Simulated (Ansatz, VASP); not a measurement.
## SnSe2 in VASP and in Ansatz

```
Se Sn
1.0
     4.09241    0.00000    0.00000
    -2.04620    3.54413    0.00000
     0.00000    0.00000   32.37601
Se Sn
2 1
Direct
  0.66667 0.33333 0.45337
  0.33333 0.66667 0.54663
  0.00000 0.00000 0.50000
```

Change from the starting cell: biaxial strain +0.070, atoms relaxed.

Alike in both runs: functional PBE; dispersion D3(BJ); k mesh 12 × 12 × 1; occupations gaussian, width 0.02 eV; no spin polarisation.

Ansatz relaxed the structure, and its values are those at the end. VASP's run is a single point on that final structure, the one shown.

|  | VASP | Ansatz |
| --- | --- | --- |
| version | VASP 6.6.1 | Ansatz 0.2.0 |
| potentials or method | VASP PAW PBE potentials, release 64 (Se, Sn_d), cutoff 520 eV | scalar-relativistic, plane waves, PAW |
| valence electrons in the cell | 26 | 46 |

```csv
,VASP,Ansatz,Ansatz less VASP
gap on the k mesh at the Fermi level (eV),0.92,0.92,+0.003
least direct gap on the mesh (eV),1.10,1.11,+0.002
rms of the force components (eV/Å),0.005,0.002,-0.0036
```

VASP's potentials hold 26 valence electrons a cell and Ansatz's 46, so a difference there can come from the potentials and not from the codes. Ansatz's warnings: stress scf threshold loose, xc potential rough in thin density.
